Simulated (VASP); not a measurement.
Input of a VASP 6.6.1 run:

Contents of INCAR:

```
SYSTEM = ZrB2
PREC = Accurate ; ENCUT = 520
EDIFF = 1E-7 ; ISMEAR = 0
SIGMA = 0.15 ; LREAL = .FALSE.
LASPH = .TRUE. ; NELM = 80
ALGO = Normal ; ISIF = 2
LWAVE = .FALSE. ; LCHARG = .TRUE.
GGA = CA ; LELF = .TRUE.
LVHAR = .TRUE. ; NBANDS = 16
```

KPOINTS

```
Automatic mesh
0
G
  15 15 12
  0 0 0
```

File POSCAR:

```
ZrB2
1.0
    3.2265000000      0.0000000000      0.0000000000
   -1.6132500000      2.7942309653      0.0000000000
    0.0000000000      0.0000000000      3.5470000000
Zr B
1 2
Direct
    0.0000000000      0.0000000000      0.0000000000
    0.3333333333      0.6666666667      0.5000000000
    0.6666666667      0.3333333333      0.5000000000
```

Potentials or basis: VASP PAW LDA potentials, release 64 (Zr_sv, B).

Launch:

```sh
$ cat potpaw_LDA.64/Zr_sv/POTCAR potpaw_LDA.64/B/POTCAR > POTCAR
$ mpirun -np 1 vasp_std > vasp.out
```

Task: Predict the band gap on the k mesh.

Result: Zero (band 9 reaches 10.63 eV, above the bottom of band 10 at 9.81 eV).

Task: What does it give for the pressure?

Result: -16.8 GPa.

Stress tensor (GPa, compression positive):
```
-18.64   0.00   0.00
  0.00 -18.64   0.00
  0.00   0.00 -13.14
```
